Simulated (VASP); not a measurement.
# HfO2 (Fm-3m) in VASP: notebook, part 2 of 2

VASP 6.6.1. The steps go on from the part before.

## Step 3: Relaxation of cell and atoms, r2SCAN+rVV10

This run uses another cell than the first one, of 11.15 Å³/atom, 1.064 times its volume.

Contents of POSCAR:

```
HfO2
1.0
    0.0000000000      2.5575000000      2.5575000000
    2.5575000000      0.0000000000      2.5575000000
    2.5575000000      2.5575000000      0.0000000000
Hf O
1 2
Direct
    0.0000000000      0.0000000000      0.0000000000
    0.7500000000      0.7500000000      0.7500000000
    0.2500000000      0.2500000000      0.2500000000
```

Contents of INCAR.step1:

```
SYSTEM = HfO2
PREC = Accurate
ENCUT = 600
ISMEAR = -1
SIGMA = 0.05
LREAL = .False.
LASPH = .True.
NELM = 60
GGA = PE
ALGO = Normal
EDIFF = 1E-4
LWAVE = .True.
LCHARG = .False.
```

Contents of INCAR.step2:

```
SYSTEM = HfO2
PREC = Accurate
ENCUT = 600
EDIFF = 1E-6
ISMEAR = -1
SIGMA = 0.05
LREAL = .False.
LASPH = .True.
NELM = 60
ALGO = Normal
ISIF = 3
LWAVE = .False.
LCHARG = .False.
METAGGA = R2SCAN
LMIXTAU = .True.
LUSE_VDW = .True.
IVDW_NL = 2
BPARAM = 11.95
CPARAM = 0.0093
IBRION = 2
NSW = 60
EDIFFG = -0.01
ISTART = 1
```

Contents of KPOINTS:

```
regular mesh
0
Gamma
  9 9 9
  0 0 0
```

Potentials or basis: VASP PAW PBE potentials, release 64 (Hf_pv, O).

On the command line:

```console
cat potpaw_PBE.64/Hf_pv/POTCAR potpaw_PBE.64/O/POTCAR > POTCAR
cp INCAR.step1 INCAR
mpirun -np 1 vasp_std > vasp.out
cp INCAR.step2 INCAR
mpirun -np 1 vasp_std > vasp.out
```

OUTCAR:

```text
SYSTEM = HfO2
   PREC = Accurate
   ENCUT = 600
   EDIFF = 1E-6
   ISMEAR = -1
   LREAL = .False.
   LASPH = .True.
   NELM = 60
   ISIF = 3
   METAGGA = R2SCAN
   IVDW_NL = 2
   BPARAM = 11.95
   IBRION = 2
   NSW = 60
   EDIFFG = -0.01
   ISTART = 1

 ion  position               nearest neighbor table
   1  0.000  0.000  0.000-   2 2.21   2 2.21   2 2.21   2 2.21   3 2.21   3 2.21   3 2.21   3 2.21

   2  0.750  0.750  0.750-   1 2.21   1 2.21   1 2.21   1 2.21
   3  0.250  0.250  0.250-   1 2.21   1 2.21   1 2.21   1 2.21

  LATTYP: Found a face centered cubic cell.
 ALAT       =     5.1150000000

  Lattice vectors:

 A1 = (   0.0000000000,   2.5575000000,   2.5575000000)
 A2 = (   2.5575000000,   0.0000000000,   2.5575000000)
 A3 = (   2.5575000000,   2.5575000000,   0.0000000000)

Analysis of symmetry for initial positions (statically):
=====================================================================
 Subroutine PRICEL returns:
 Original cell was already a primitive cell.

 Routine SETGRP: Setting up the symmetry group for a
 face centered cubic supercell.

 Subroutine GETGRP returns: Found 48 space group operations
[... 9 lines left out ...]

 Routine SETGRP: Setting up the symmetry group for a
 face centered cubic supercell.

 Subroutine GETGRP returns: Found 48 space group operations
[... 166 lines left out ...]
  external PRESSURE =    -137.0990820 kB  Pullay stress =       0.0000000 kB
[... 98 lines left out ...]
--------------------------------------- Ionic step        4  -------------------------------------------

 number of electron      22.0000001 magnetization

 Free energy of the ion-electron system (eV)
  ---------------------------------------------------
  ext. energy  EPLUGINS =         0.00000000
  ---------------------------------------------------
  free energy    TOTEN  =       -68.08676110 eV

  energy without entropy =      -68.08676110  energy(sigma->0) =      -68.08676110

 E-fermi :   5.1978     XC(G=0): -12.7983

 val. band max:        4.0808263385   @ k =  -0.4444   0.4444   0.0000
 cond. band min:       8.5428722408   @ k =   0.4444   0.4444   0.0000
 fundamental gap:      4.4620459023
 Fermi energy:         5.1977604349

 k-point     1 :       0.0000    0.0000    0.0000
  band No.  band energies     occupation
      1     -26.3581      2.00000
      2     -26.3581      2.00000
      3     -26.3581      2.00000
      4     -15.7747      2.00000
      5     -12.6246      2.00000
      6      -1.4887      2.00000
      7      -1.4887      2.00000
      8      -1.4887      2.00000
      9       3.4828      2.00000
     10       3.4828      2.00000
     11       3.4828      2.00000
     12       8.6038      0.00000
     13       8.6038      0.00000
     14      10.7372      0.00000
[... 401 lines left out ...]
      2     -26.4919      2.00000
      3     -26.4919      2.00000
      4     -13.9521      2.00000
      5     -13.5520      2.00000
      6      -2.4589      2.00000
      7       0.3595      2.00000
      8       0.3595      2.00000
      9       2.6437      2.00000
     10       2.6437      2.00000
     11       3.8846      2.00000
     12       8.5429      0.00000
     13      10.2352      0.00000
     14      11.7979      0.00000
     15      13.0920      0.00000

 [... further k-points ...]
[... 5 lines left out ...]
  --------------------------------------------------------------------------------------
  -------------------------------------------------------------------------------------
  Total       -0.0053685     -0.0053685     -0.0053685      0.0000000     -0.0000000      0.0000000
  in kB       -0.2714822     -0.2714822     -0.2714822      0.0000000     -0.0000000      0.0000000
  external PRESSURE =      -0.2714822 kB  Pullay stress =       0.0000000 kB
[... 18 lines left out ...]
  FREE ENERGIE OF THE ION-ELECTRON SYSTEM (eV)
  ---------------------------------------------------
  free  energy   TOTEN  =       -68.0867610981 eV

  energy  without entropy=      -68.0867610981  energy(sigma->0) =      -68.08676110

 reached required accuracy - stopping structural energy minimisation
```

OSZICAR.step1:

```text
N       E                     dE             d eps       ncg     rms          rms(c)
DAV:   1     0.109522761806E+03    0.10952E+03   -0.14121E+04  1050   0.162E+03
DAV:   2    -0.319580880311E+02   -0.14148E+03   -0.13804E+03  1330   0.338E+02
DAV:   3    -0.360437651098E+02   -0.40857E+01   -0.40821E+01  1365   0.565E+01
DAV:   4    -0.360651002453E+02   -0.21335E-01   -0.21333E-01  1337   0.448E+00
DAV:   5    -0.360652939041E+02   -0.19366E-03   -0.19365E-03  1344   0.379E-01    0.453E+01
DAV:   6    -0.303887323537E+02    0.56766E+01   -0.30828E+01  1204   0.386E+01    0.415E+01
DAV:   7    -0.302799248111E+02    0.10881E+00   -0.81174E-01  1302   0.836E+00    0.284E+01
DAV:   8    -0.302519050976E+02    0.28020E-01   -0.27693E-01  1372   0.546E+00    0.608E+00
DAV:   9    -0.302387337399E+02    0.13171E-01   -0.50312E-02  1288   0.205E+00    0.165E+00
DAV:  10    -0.302388189624E+02   -0.85222E-04   -0.48667E-03  1394   0.543E-01    0.309E-01
DAV:  11    -0.302387851631E+02    0.33799E-04   -0.31645E-04  1169   0.148E-01
   1 F= -.30238785E+02 E0= -.30238785E+02  d E =-.177162E-10
```

Run time: 16 min. Hardware: 1 thread of AMD EPYC, shared host; peak memory 0.27 GiB.

Results:

```yaml
Free_energy: -68.0868 eV
Relaxed_volume: 10.56 Å³/atom
Relaxed_cell: a = 3.552 Å, b = 3.552 Å, c = 3.552 Å, α = 60.00°, β = 60.00°, γ = 60.00°
Space_group_after_relaxing_to_0.05_Å: Fm-3m (No. 225)
Energy_gained_by_relaxing: 26.4 meV/atom
Ionic_steps: 4
Pressure_after_relaxing: 0.0 GPa
Band_gap_on_the_k_mesh: 4.46 eV, indirect (least direct gap 4.57 eV)
```

Step by step:
```
step  energy change (eV)  largest force (eV/Å)  pressure (GPa)  volume (Å³)
   1              0.0000                0.0000          -13.71        33.46
   2              0.1461                0.0000           29.70        29.04
   3             -0.0791                0.0000           -0.40        31.72
   4             -0.0791                0.0000           -0.03        31.68
```

Final structure:
```
CELL_PARAMETERS angstrom
0.00000 2.51148 2.51148
2.51148 0.00000 2.51148
2.51148 2.51148 0.00000
ATOMIC_POSITIONS crystal
Hf 0.00000 0.00000 0.00000
O 0.75000 0.75000 0.75000
O 0.25000 0.25000 0.25000
```

Caveat: the PAW data sets were made with another functional, which shifts forces and pressure a little; spin-orbit coupling is left out, which moves the levels of the heavy elements.
